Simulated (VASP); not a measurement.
Crystal: Si2Ni.

```
Si Ni
1.0
     0.00000    2.69316    2.69316
     2.69316    0.00000    2.69316
     2.69316    2.69316    0.00000
Si Ni
2 1
Direct
  0.25000 0.25000 0.25000
  0.75000 0.75000 0.75000
  0.00000 0.00000 0.00000
```

Base run:

```yaml
Program: VASP 6.6.1
Functional: PBEsol
Potentials_or_basis: VASP PAW PBE potentials, release 64 (Si, Ni)
Cutoff: 600 eV
k_mesh: 6 × 6 × 6
Occupations: gaussian, width 0.1 eV
Spin: no spin polarisation
```

Its results: band gap on the k mesh zero (bands 9 and 10 overlap by 2.13 eV); pressure 1.0 GPa.

Question: The run is repeated on the same cell with these changes: functional from PBEsol to PBE; occupations from gaussian, width 0.1 eV to tetrahedron. What comes out?

Answer: Band gap on the k mesh zero (bands 9 and 10 overlap by 2.13 eV); pressure 4.2 GPa.

Caveats: the PAW data sets were made with another functional, which shifts forces and pressure a little (at least some runs); the cell stands under pressure (at least some runs); tetrahedron occupations give inexact forces and stress in metals (at least some runs).
